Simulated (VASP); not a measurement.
# Li (Pm-3m) in VASP: further runs, part 2 of 2

VASP 6.6.1. The steps go on from the part before.

**3. Relaxation of cell and atoms, PBEsol, target pressure 8 GPa, at which the enthalpy is minimised**

INCAR

```
ALGO = Normal
EDIFF = 1E-7
EDIFFG = -0.005
ENCUT = 600
GGA = PS
IBRION = 2
ISIF = 3
ISMEAR = -1
LASPH = T
LCHARG = F
LREAL = F
LWAVE = F
NELM = 80
NSW = 32
PREC = Accurate
PSTRESS = 80.0
SIGMA = 0.05
```

KPOINTS

```
k-points
0
Gamma
  15 15 15
```

POSCAR

```
Li
1.0
    2.4168635147      0.0000000000      0.0000000000
    0.0000000000      2.4168635147      0.0000000000
    0.0000000000      0.0000000000      2.4168635147
Li
1
Direct
    0.0000000000      0.0000000000      0.0000000000
```

Potentials or basis: VASP PAW PBE potentials, release 64 (Li_sv).

Launch:

```bash
$ cat potpaw_PBE.64/Li_sv/POTCAR > POTCAR
$ mpirun -np 1 vasp_std > vasp.out
```

OUTCAR:

```text
EDIFF = 1E-7
   EDIFFG = -0.005
   ENCUT = 600
   GGA = PS
   IBRION = 2
   ISIF = 3
   ISMEAR = -1
   LASPH = T
   LREAL = F
   NELM = 80
   NSW = 32
   PREC = Accurate
   PSTRESS = 80.0

 ion  position               nearest neighbor table
   1  0.000  0.000  0.000-

  LATTYP: Found a simple cubic cell.
 ALAT       =     2.4168635147

  Lattice vectors:

 A1 = (   2.4168635147,   0.0000000000,   0.0000000000)
 A2 = (   0.0000000000,   2.4168635147,   0.0000000000)
 A3 = (   0.0000000000,   0.0000000000,   2.4168635147)

Analysis of symmetry for initial positions (statically):
[... 182 lines left out ...]
  external PRESSURE =      -1.4995772 kB  Pullay stress =      80.0000000 kB
[... 61 lines left out ...]
--------------------------------------- Ionic step        3  -------------------------------------------

 number of electron       2.9999990 magnetization

 Free energy of the ion-electron system (eV)
  ---------------------------------------------------
  ext. energy  EPLUGINS =         0.00000000
  ---------------------------------------------------
  free energy    TOTEN  =        -1.72195284 eV

  energy without entropy =       -1.71831844  energy(sigma->0) =       -1.72013564

 E-fermi :   1.7889     XC(G=0):  -7.9754

 val. band max:        1.7442631535   @ k =   0.3333   0.3333   0.0000
 cond. band min:       1.8363710655   @ k =   0.3333   0.2667   0.2000
 fundamental gap:      0.0921079120
 Fermi energy:         1.7889336636

 k-point     1 :       0.0000    0.0000    0.0000
  band No.  band energies     occupation
      1     -43.9699      2.00000
      2      -2.0914      2.00000
      3      17.1342      0.00000
      4      17.1342      0.00000
      5      17.1342      0.00000
[... 177 lines left out ...]
 k-point    24 :       0.3333    0.2000    0.0000
  band No.  band energies     occupation
      1     -43.8852      2.00000
      2       0.3954      2.00000
      3       7.6151      0.00000
      4      14.5872      0.00000
      5      20.3736      0.00000

 [... further k-points ...]
[... 5 lines left out ...]
  --------------------------------------------------------------------------------------
  -------------------------------------------------------------------------------------
  Total        0.6995235      0.6995235      0.6995235      0.0000000      0.0000000     -0.0000000
  in kB       79.6856184     79.6856184     79.6856184      0.0000000      0.0000000     -0.0000000
  external PRESSURE =      -0.3143816 kB  Pullay stress =      80.0000000 kB
[... 20 lines left out ...]
  energy  without entropy=       -1.7183184429  energy(sigma->0) =       -1.72013564

  enthalpy is  TOTEN    =        -1.0196695620 eV   P V=        0.7022832817

 reached required accuracy - stopping structural energy minimisation
```

OSZICAR:

```text
N       E                     dE             d eps       ncg     rms          rms(c)
DAV:   1     0.785688380427E+00    0.78569E+00   -0.83823E+02  1215   0.486E+02
DAV:   2    -0.158820209153E+01   -0.23739E+01   -0.22580E+01  1705   0.603E+01
DAV:   3    -0.172308342139E+01   -0.13488E+00   -0.13476E+00  1520   0.997E+00
DAV:   4    -0.172554245037E+01   -0.24590E-02   -0.24590E-02  1580   0.123E+00
[... 13 lines left out ...]
       N       E                     dE             d eps       ncg     rms          rms(c)
DAV:   1    -0.172196072005E+01    0.12652E-02   -0.29416E-04  1420   0.172E-01    0.347E-02
DAV:   2    -0.172195578543E+01    0.49346E-05   -0.18208E-05  1355   0.434E-02    0.208E-02
DAV:   3    -0.172195290279E+01    0.28826E-05   -0.77960E-06  2040   0.205E-02    0.268E-03
DAV:   4    -0.172195284375E+01    0.59045E-07   -0.29609E-07  1090   0.782E-03
   3 F= -.10196696E+01 E0= -.10178524E+01  d E =-.310091E-04
```

It took 7.5 s on 1 thread of Intel Xeon 6975P-C (Granite Rapids), shared host; peak memory 0.12 GiB.

Results:

- Free energy: -1.7220 eV
- Relaxed volume: 14.06 Å³/atom
- Relaxed cell: a = 2.414 Å, b = 2.414 Å, c = 2.414 Å, α = 90.00°, β = 90.00°, γ = 90.00°
- Space group after relaxing (to 0.05 Å): Pm-3m (No. 221)
- Energy change on relaxing (the enthalpy is what falls): +2.6 meV/atom
- Ionic steps: 3
- Pressure after relaxing: 8.0 GPa

Step by step:
| step | energy change (eV) | largest force (eV/Å) | pressure (GPa) | volume (Å³) |
| --- | --- | --- | --- | --- |
| 1 | 0.0000 | 0.0000 | 7.85 | 14.12 |
| 2 | 0.0013 | 0.0000 | 7.91 | 14.09 |
| 3 | 0.0026 | 0.0000 | 7.97 | 14.06 |

Final structure:
```
Li
1.0
     2.41385    0.00000    0.00000
     0.00000    2.41385    0.00000
     0.00000    0.00000    2.41385
Li
1
Direct
  0.00000 0.00000 0.00000
```

Levels at points of the mesh, in eV from the Fermi level:
```
           k point  band 1  band 2  band 3  band 4  band 5
(0.00, 0.00, 0.00)  -45.76   -3.88   15.35   15.35   15.35
```

Caveat: the cutoff is under 1.25 times the usual one of these potentials, so pressure, stress and relaxed cells hold a basis-set (Pulay) error; the cell is relaxed towards a set pressure, so the enthalpy falls and the energy may rise; the PAW data sets were made with another functional, which shifts forces and pressure a little.

**4. Relaxation of cell and atoms, PBEsol, target pressure 8 GPa, at which the enthalpy is minimised**

This run uses another cell than the first one, of 15.00 Å³/atom, 1.063 times its volume.

INCAR

```
SYSTEM = Li
  PREC = Accurate
  ENCUT = 600
  EDIFF = 1E-7
  ISMEAR = -1
  SIGMA = 0.05
  LREAL = .False.
  LASPH = .True.
  NELM = 80
  ALGO = Normal
  ISIF = 3
  LWAVE = .False.
  LCHARG = .False.
  GGA = PS
  IBRION = 2
  NSW = 60
  EDIFFG = -0.005
  PSTRESS = 80.0
```

KPOINTS

```
Automatic mesh
0
Gamma
  15 15 15
  0 0 0
```

POSCAR

```
Li
1.0
    2.4663170976      0.0000000000      0.0000000000
    0.0000000000      2.4663170976      0.0000000000
    0.0000000000      0.0000000000      2.4663170976
Li
1
Direct
    0.0000000000      0.0000000000      0.0000000000
```

Launch:

```bash
$ cat potpaw_PBE.64/Li_sv/POTCAR > POTCAR
$ mpirun -np 1 vasp_std > vasp.out
```

It took 7.7 s on 1 thread of Intel Xeon 6975P-C (Granite Rapids), shared host; peak memory 0.12 GiB.

The run converged. Its results:

| Item | Value |
| --- | --- |
| Free energy | -1.7218 eV |
| Relaxed volume | 14.03 Å³/atom |
| Relaxed cell | a = 2.412 Å, b = 2.412 Å, c = 2.412 Å, α = 90.00°, β = 90.00°, γ = 90.00° |
| Space group after relaxing (to 0.05 Å) | Pm-3m (No. 221) |
| Energy change on relaxing (the enthalpy is what falls) | +41.9 meV/atom |
| Ionic steps | 4 |
| Pressure after relaxing | 8.0 GPa |

The path:
```
step  energy change (eV)  largest force (eV/Å)  pressure (GPa)  volume (Å³)
   1              0.0000                0.0000            5.91        15.00
   2              0.0166                0.0000            6.75        14.58
   3              0.0378                0.0000            7.80        14.11
   4              0.0419                0.0000            8.00        14.03
```

Final structure:
```xyz
1
Lattice="2.4119 0.0000 0.0000 0.0000 2.4119 0.0000 0.0000 0.0000 2.4119" Properties=species:S:1:pos:R:3 pbc="T T T"
Li    0.0000    0.0000    0.0000
```

Levels at points of the mesh, in eV from the Fermi level:
```
           k point  band 1  band 2  band 3  band 4  band 5
(0.00, 0.00, 0.00)  -45.76   -3.88   15.37   15.37   15.37
```

Caveat: the cutoff is under 1.25 times the usual one of these potentials, so pressure, stress and relaxed cells hold a basis-set (Pulay) error; the cell is relaxed towards a set pressure, so the enthalpy falls and the energy may rise; the PAW data sets were made with another functional, which shifts forces and pressure a little.

**5. Overview**

| task | cell | cutoff (eV) | gap on the mesh (eV) | pressure (GPa) |
| --- | --- | --- | --- | --- |
| single point | a = 2.417 Å, 1 atom | 520 | none | - |
| relaxation of cell and atoms | relaxed to 8 GPa from a = 2.417 Å, 1 atom | 600 | none | 8.0 |
| relaxation of cell and atoms | relaxed to 8 GPa from a = 2.466 Å, 1 atom | 600 | none | 8.0 |

Alike in all rows: level PBEsol; potentials or basis VASP PAW PBE potentials, release 64 (Li_sv); no spin polarisation; k mesh 15 × 15 × 15; smearing fermi-dirac 0.05 eV.

Caveats: the cutoff is under 1.25 times the usual one of these potentials, so pressure, stress and relaxed cells hold a basis-set (Pulay) error; the PAW data sets were made with another functional, which shifts forces and pressure a little; the cell is relaxed towards a set pressure, so the enthalpy falls and the energy may rise (some runs).

Absolute energies hang on the potentials; compare differences alone.
